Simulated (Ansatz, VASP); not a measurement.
**NaH: VASP beside Ansatz**

The input INCAR:

```
PREC     = Accurate       # precision mode
ENCUT    = 520            # plane-wave cutoff, eV
EDIFF    = 1E-6           # SCF threshold, eV
ISMEAR   = -1             # smearing method
SIGMA    = 0.02           # smearing width, eV
LREAL    = False          # projectors in reciprocal space
LASPH    = True           # aspherical terms in the spheres
NELM     = 80             # most SCF steps
ALGO     = Normal         # electronic algorithm
ISIF     = 2              # what is computed and relaxed
LWAVE    = False          # write WAVECAR
LCHARG   = False          # write CHGCAR
GGA      = PE             # functional
NBANDS   = 11             # bands
```

KPOINTS

```
Automatic mesh
0
Gamma
  8 8 8
```

POSCAR

```
NaH
1.0
   -0.1250305024      2.5970618674      2.5970618674
    2.5970618674     -0.1250305024      2.5970618674
    2.5970618674      2.5970618674     -0.1250305024
Na H
1 1
Direct
   -0.0047037300     -0.0047037300     -0.0047037300
    0.2547037300      0.2547037300      0.2547037300
```

Input for Ansatz:

```yaml
crystal:
  lattice:
    - [-0.1250305024, 2.5970618674, 2.5970618674]
    - [2.5970618674, -0.1250305024, 2.5970618674]
    - [2.5970618674, 2.5970618674, -0.1250305024]
  atoms:
    - { symbol: Na, position: [-0.00470373, -0.00470373, -0.00470373] }
    - { symbol: H, position: [0.25470373, 0.25470373, 0.25470373] }
kpoints:
  mp_grid: { grid: [8, 8, 8] }
  band_path:
    path:
      - [0.0, 0.0, 0.0]
      - [-0.5, -0.5, 0.0]
      - [-0.375, -0.375, 0.25]
      - [-0.375, 0.0, 0.375]
      - [0.0, 0.0, 0.5]
      - [-0.5, -0.25, 0.25]
    npoints: 1
hamiltonian:
  xc: pbe
scf:
  occupations: { method: fermi_dirac, width: 0.02 }
  n_extra_bands: 4
output:
  forces: true
  stress: true
  eigenvalues: true
  write_density: true
  write_potential: true
  elf: true
  volumetric_format: npy
```

Change from the starting cell: epitaxial_111 strain +4.8%.

Alike in both runs: task single point; functional PBE; k mesh 8 × 8 × 8; occupations fermi-dirac, width 0.02 eV; no spin polarisation.

|  | VASP | Ansatz |
| --- | --- | --- |
| version | VASP 6.6.1 | Ansatz 0.2.0 |
| potentials or method | VASP PAW PBE potentials, release 64 (Na_pv, H) | plane waves, PAW |
| plane-wave cutoff (eV) | 520 | 420 |
| valence electrons in the cell | 8 | 10 |

```tsv
	VASP	Ansatz	Ansatz less VASP
gap on the k mesh at the Fermi level (eV)	3.44	3.44	+0.002
pressure (GPa)	-0.9	-0.9	+0.02
traceless stress, the component that is largest in VASP (GPa)	0.53	0.53	-0.002
rms of the force components (eV/Å)	0.005	0.005	+0.0004
```

Atom by atom the forces differ by 0.000 eV/Å (rms over components). The functional is the same, so the differences come from potentials, cutoffs and numerics. VASP's potentials hold 8 valence electrons a cell and Ansatz's 10, so a difference there can come from the potentials and not from the codes.
